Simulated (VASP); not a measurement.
# SnPb5S6 (P-3m1) in VASP: a series of runs

SnPb5S6 is run at these levels: PBE; tasks: single point.

Program: VASP 6.6.1. These are calculated values, not measurements. Logs are shortened: lines on timing, memory, paths and dates and some standing lists are left out, and cuts for length are marked.

## (1) The cell of the first run

Symmetry: P-3m1, No. 164, trigonal system. The conventional cell has a = 4.231 Å, b = 4.231 Å, c = 20.731 Å, α = 90.00°, β = 90.00°, γ = 120.00°. Sn (site symmetry -3m) has 6 S at 2.94 Å within 3.9 Å. Pb (site symmetry 3m) has 6 S at 3.00 to 3.01 Å within 3.9 Å. Pb (site symmetry 3m) has 6 S at 3.00 Å within 3.9 Å. Pb (site symmetry -3m) has 6 S at 3.00 Å within 4.0 Å. Within 3.9 Å of S (site symmetry 3m) lie 3 Sn at 2.94 Å and 3 Pb at 3.01 Å. S (site symmetry 3m) has 6 Pb at 3.00 Å within 3.9 Å. Within 3.9 Å of S (site symmetry 3m) lie 6 Pb at 3.00 Å.

## (2) Single point, PBE

Input file INCAR:

```
SYSTEM = SnPb5S6
PREC     = Accurate       ! precision mode
ENCUT    = 520            ! plane-wave cutoff, eV
EDIFF    = 1E-6           ! SCF threshold, eV
ISMEAR   = 0              ! smearing method
SIGMA    = 0.2            ! smearing width, eV
LREAL    = .False.        ! projectors in reciprocal space
LASPH    = .True.         ! aspherical terms in the spheres
NELM     = 60             ! most SCF steps
ALGO     = Normal         ! electronic algorithm
ISIF     = 2              ! what is computed and relaxed
LWAVE    = .False.        ! write WAVECAR
LCHARG   = .True.         ! write CHGCAR
GGA      = PE             ! functional
LELF     = .True.         ! ELF
LVHAR    = .True.       
NBANDS   = 72             ! bands
```

Input file KPOINTS:

```
regular mesh
0
Gamma
  6 6 1
  0 0 0
```

Input file POSCAR:

```
SnPb5S6
1.0
    4.2306369441      0.0000000029      0.0000000000
   -2.1153184745      3.6638390663      0.0000000000
    0.0000000000      0.0000000000     20.7312931012
Sn Pb S
1 5 6
Direct
    0.0000000000      0.0000000000      1.0000000000
    0.3333333333      0.6666666667      0.8361451154
    0.6666666667      0.3333333333      0.6680591794
    0.0000000000      1.0000000000      0.5000000000
    0.3333333333      0.6666666667      0.3319408206
    0.6666666667      0.3333333333      0.1638548846
    0.6666666667      0.3333333333      0.9207630844
    0.0000000000      1.0000000000      0.7521741403
    0.3333333333      0.6666666667      0.5840412088
    0.6666666667      0.3333333333      0.4159587912
    0.0000000000      0.0000000000      0.2478258597
    0.3333333333      0.6666666667      0.0792369156
```

Potentials or basis: VASP PAW PBE potentials, release 64 (Sn_d, Pb_d, S).

Launch:

```console
$ cat potpaw_PBE.64/Sn_d/POTCAR potpaw_PBE.64/Pb_d/POTCAR potpaw_PBE.64/S/POTCAR > POTCAR
$ mpirun -np 1 vasp_std > vasp.out
```

OUTCAR:

```text
SYSTEM = SnPb5S6
   PREC = Accurate
   ENCUT = 520
   EDIFF = 1E-6
   ISMEAR = 0
   LREAL = .False.
   LASPH = .True.
   NELM = 60
   ISIF = 2
   GGA = PE

 ion  position               nearest neighbor table
   1  0.000  0.000  0.000-   7 2.94  12 2.94  12 2.94   7 2.94   7 2.94  12 2.94
   2  0.333  0.667  0.836-   8 3.00   8 3.00   8 3.00   7 3.01   7 3.01   7 3.01
   3  0.667  0.333  0.668-   9 3.00   9 3.00   9 3.00   8 3.00   8 3.00   8 3.00
   4  0.000  0.000  0.500-   9 3.00  10 3.00   9 3.00  10 3.00  10 3.00   9 3.00
   5  0.333  0.667  0.332-  10 3.00  10 3.00  10 3.00  11 3.00  11 3.00  11 3.00
   6  0.667  0.333  0.164-  11 3.00  11 3.00  11 3.00  12 3.01  12 3.01  12 3.01
   7  0.667  0.333  0.921-   1 2.94   1 2.94   1 2.94   2 3.01   2 3.01   2 3.01
   8  0.000  0.000  0.752-   2 3.00   2 3.00   2 3.00   3 3.00   3 3.00   3 3.00
   9  0.333  0.667  0.584-   3 3.00   3 3.00   3 3.00   4 3.00   4 3.00   4 3.00
  10  0.667  0.333  0.416-   5 3.00   5 3.00   5 3.00   4 3.00   4 3.00   4 3.00
  11  0.000  0.000  0.248-   6 3.00   6 3.00   6 3.00   5 3.00   5 3.00   5 3.00
  12  0.333  0.667  0.079-   1 2.94   1 2.94   1 2.94   6 3.01   6 3.01   6 3.01

  LATTYP: Found a hexagonal cell.
 ALAT       =     4.2306369441
 C/A-ratio  =     4.9002770446

  Lattice vectors:

 A1 = (   4.2306369441,   0.0000000029,   0.0000000000)
 A2 = (  -2.1153184745,   3.6638390663,   0.0000000000)
 A3 = (   0.0000000000,   0.0000000000,  20.7312931012)

Analysis of symmetry for initial positions (statically):
=====================================================================
 Subroutine PRICEL returns:
 Original cell was already a primitive cell.

 Routine SETGRP: Setting up the symmetry group for a
 hexagonal supercell.

 Subroutine GETGRP returns: Found 12 space group operations
 (whereof 12 operations were pure point group operations)
 out of a pool of 24 trial point group operations.

The static configuration has the point symmetry D_3d.

Analysis of symmetry for dynamics (positions and initial velocities):
=====================================================================
 Subroutine PRICEL returns:
 Original cell was already a primitive cell.

 Routine SETGRP: Setting up the symmetry group for a
 hexagonal supercell.

 Subroutine GETGRP returns: Found 12 space group operations
 (whereof 12 operations were pure point group operations)
 out of a pool of 24 trial point group operations.

The dynamic configuration has the point symmetry D_3d.

 Subroutine INISYM returns: Found 12 space group operations
 (whereof 12 operations are pure point group operations),
 and found     1 'primitive' translations

[... 110 lines left out ...]
   EFERMI =   0.00;   METHOD = LEGACY
   ISMEAR =     0;   SIGMA  =   0.20  broadening in eV -4-tet -1-fermi 0-gaus
   EFERMI_NEDOS =   21; number of points for ismear=-14 and -15
   IALGO  =     38    algorithm
   IMIX   =      4    mixing-type and parameters
     AMIX     =   0.40;   BMIX     =  1.00
     AMIX_MAG =   1.60;   BMIX_MAG =  1.00
  volume/ion in A,a.u.               =      26.78       180.71
  Fermi-wavevector in a.u.,A,eV,Ry     =   1.178906  2.227809 18.909631  1.389819
  Thomas-Fermi vector in A             =   2.315226
   LORBIT       =      0    0 simple, 1 ext, 2 COOP (PROOUT), +10 PAW based schemes
   GGA     = PE    functional components
   LHFCALC =     F    Hartree Fock is set to
   AEXX    =    0.0000 exact exchange contribution
   IVDW    =     0    specifies the selected vdW correction
   LEPSILON=     F    determine dielectric tensor
   LRPA    =     F    only Hartree local field effects (RPA)
 non-spin polarized calculation
 Gauss-broadening in eV      SIGMA  =   0.20
  energy-cutoff  :      520.00
  volume of cell :      321.34
 maximum number of plane-waves:      8686
 NGX is ok and might be reduce to    32
   NGX = 15   NGY = 15   NGZ = 77

 number of electron     119.9999995 magnetization

 Free energy of the ion-electron system (eV)
  ---------------------------------------------------
  ext. energy  EPLUGINS =         0.00000000
  ---------------------------------------------------
  free energy    TOTEN  =       -52.60280627 eV

  energy without entropy =      -52.58926518  energy(sigma->0) =      -52.59603573

 E-fermi :   5.7015     XC(G=0):  -9.5321

 val. band max:        5.5501120907   @ k =   0.5000  -0.0000   0.0000
 cond. band min:       5.8555480149   @ k =   0.0000   0.0000   0.0000
 fundamental gap:      0.3054359242
 Fermi energy:         5.7014516214

 k-point     1 :       0.0000    0.0000    0.0000
  band No.  band energies     occupation
      1     -15.9010      2.00000
      2     -15.8915      2.00000
      3     -15.8915      2.00000
      4     -15.8896      2.00000
      5     -15.8896      2.00000
      6     -11.3633      2.00000
[... 514 lines left out ...]
     71       9.5431      0.00000
     72       9.5573      0.00000

------------------------ aborting loop because EDIFF is reached ----------------------------------------

  FORCE on cell =-STRESS in cart. coord.  units (eV):
  Direction    XX          YY          ZZ          XY          YZ          ZX
  --------------------------------------------------------------------------------------
  -------------------------------------------------------------------------------------
  Total       -0.2032047     -0.2032047     -0.1782661     -0.0000000      0.0000000      0.0000000
  in kB       -1.0131546     -1.0131546     -0.8888138     -0.0000000      0.0000000      0.0000000
  external PRESSURE =      -0.9717076 kB  Pullay stress =       0.0000000 kB

 VOLUME and BASIS-vectors are now :
 -----------------------------------------------------------------------------
  energy-cutoff  :      520.00
  volume of cell :      321.34
      direct lattice vectors                 reciprocal lattice vectors
     4.230636944  0.000000003  0.000000000     0.236371027  0.136468876  0.000000000
    -2.115318474  3.663839066  0.000000000    -0.000000000  0.272937752  0.000000000
     0.000000000  0.000000000 20.731293101     0.000000000  0.000000000  0.048236258

 POSITION                                       TOTAL-FORCE (eV/Angst)
 -----------------------------------------------------------------------------------
      0.00000      0.00000      0.00000         0.000000      0.000000     -0.000000
     -0.00000      2.44256     17.33437         0.000000     -0.000000     -0.003177
      2.11532      1.22128     13.84973         0.000000     -0.000000     -0.008360
      0.00000      0.00000     10.36565         0.000000      0.000000     -0.000000
     -0.00000      2.44256      6.88156        -0.000000      0.000000      0.008360
      2.11532      1.22128      3.39692        -0.000000      0.000000      0.003177
      2.11532      1.22128     19.08861        -0.000000      0.000000      0.002474
      0.00000      0.00000     15.59354         0.000000     -0.000000      0.009678
     -0.00000      2.44256     12.10793         0.000000     -0.000000      0.005612
      2.11532      1.22128      8.62336        -0.000000      0.000000     -0.005612
      0.00000      0.00000      5.13775         0.000000      0.000000     -0.009678
     -0.00000      2.44256      1.64268        -0.000000      0.000000     -0.002474
 -----------------------------------------------------------------------------------
    total drift:                                0.000000      0.000000      0.000000

  FREE ENERGIE OF THE ION-ELECTRON SYSTEM (eV)
  ---------------------------------------------------
  free  energy   TOTEN  =       -52.6028062749 eV

  energy  without entropy=      -52.5892651846  energy(sigma->0) =      -52.59603573
```

stdout:

```text
POSCAR found type information on POSCAR SnPbS
 POSCAR found :  3 types and      12 ions
 scaLAPACK will be used
 LDA part: xc-table for (Slater+PW92), standard interpolation
 POSCAR, INCAR and KPOINTS ok, starting setup
 FFT: planning ... GRIDC
 FFT: planning ... GRID_SOFT
 FFT: planning ... GRID
 WAVECAR not read
 entering main loop
```

It took 1.7 min on 1 thread of Intel Xeon 6975P-C (Granite Rapids), shared host; peak memory 0.48 GiB.

Results:

```yaml
Free_energy: -52.6028 eV
Pressure: -0.1 GPa
Largest_force: 0.010 eV/Å
Band_gap_on_the_k_mesh: 0.31 eV, indirect (the least direct gap lies 3.7 meV higher)
```

Forces on the atoms (eV/Å):
```
Sn   0.000  0.000  0.000
Pb   0.000  0.000 -0.003
Pb   0.000  0.000 -0.008
Pb   0.000  0.000  0.000
Pb   0.000  0.000  0.008
Pb   0.000  0.000  0.003
S    0.000  0.000  0.002
S    0.000  0.000  0.010
S    0.000  0.000  0.006
S    0.000  0.000 -0.006
S    0.000  0.000 -0.010
S    0.000  0.000 -0.002
```

Caveat: spin-orbit coupling is left out, which moves the levels of the heavy elements. A k mesh can miss the band edges.

## (3) Single point, PBE

This run uses another cell than the first one, of 27.06 Å³/atom, 1.010 times its volume.

Input file INCAR:

```
ALGO = Normal
EDIFF = 1E-6
ENCUT = 520
GGA = PE
ISIF = 2
ISMEAR = 0
LASPH = True
LCHARG = True
LELF = True
LREAL = False
LVHAR = True
LWAVE = False
NBANDS = 72
NELM = 60
PREC = Accurate
SIGMA = 0.1
```

Input file KPOINTS:

```
k-points
0
Gamma
  6 6 1
```

Input file POSCAR:

```
SnPb5S6
1.0
    4.2455943300      0.0000000000      0.0000000000
   -2.1227971700      3.6767925500      0.0000000000
    0.0000000000      0.0000000000     20.7990795400
Sn Pb S
1 5 6
Direct
    0.0000000000      0.0000000000      0.0000000000
    0.3333333300      0.6666666700      0.8333333300
    0.6666666700      0.3333333300      0.6666666700
    0.0000000000      0.0000000000      0.5000000000
    0.3333333300      0.6666666700      0.3333333300
    0.6666666700      0.3333333300      0.1666666700
    0.6666666700      0.3333333300      0.9166666700
    0.0000000000      0.0000000000      0.7500000000
    0.3333333300      0.6666666700      0.5833333300
    0.6666666700      0.3333333300      0.4166666700
    0.0000000000      0.0000000000      0.2500000000
    0.3333333300      0.6666666700      0.0833333300
```

Potentials or basis: VASP PAW PBE potentials, release 64 (Sn_d, Pb_d, S).

Launch:

```console
$ cat potpaw_PBE.64/Sn_d/POTCAR potpaw_PBE.64/Pb_d/POTCAR potpaw_PBE.64/S/POTCAR > POTCAR
$ mpirun -np 1 vasp_std > vasp.out
```

Run time: 1.7 min. Hardware: 1 thread of Intel Xeon 6975P-C (Granite Rapids), shared host; peak memory 0.48 GiB.

Results (log left out):

```
Free energy            : -52.5673 eV
Pressure               : -0.5 GPa
Largest force          : 0.286 eV/Å
Band gap on the k mesh : 0.37 eV, direct
```

Forces on the atoms (eV/Å):
```
Sn   0.000  0.000  0.000
Pb   0.000  0.000  0.029
Pb   0.000  0.000 -0.006
Pb   0.000  0.000  0.000
Pb   0.000  0.000  0.006
Pb   0.000  0.000 -0.029
S    0.000  0.000  0.286
S    0.000  0.000  0.006
S    0.000  0.000  0.003
S    0.000  0.000 -0.003
S    0.000  0.000 -0.006
S    0.000  0.000 -0.286
```

Levels at points of the mesh, in eV from the valence-band top:
```tsv
k point	band 57	band 58	band 59	band 60	band 61	band 62	band 63	band 64
(0.00, 0.00, 0.00)	-1.54	-0.78	-0.68	0.00	0.37	1.39	1.50	1.91
(0.50, 0.00, 0.00)	-1.73	-1.43	-1.29	0.00	0.37	1.72	1.75	1.91
```

Caveat: spin-orbit coupling is left out, which moves the levels of the heavy elements. A k mesh can miss the band edges.
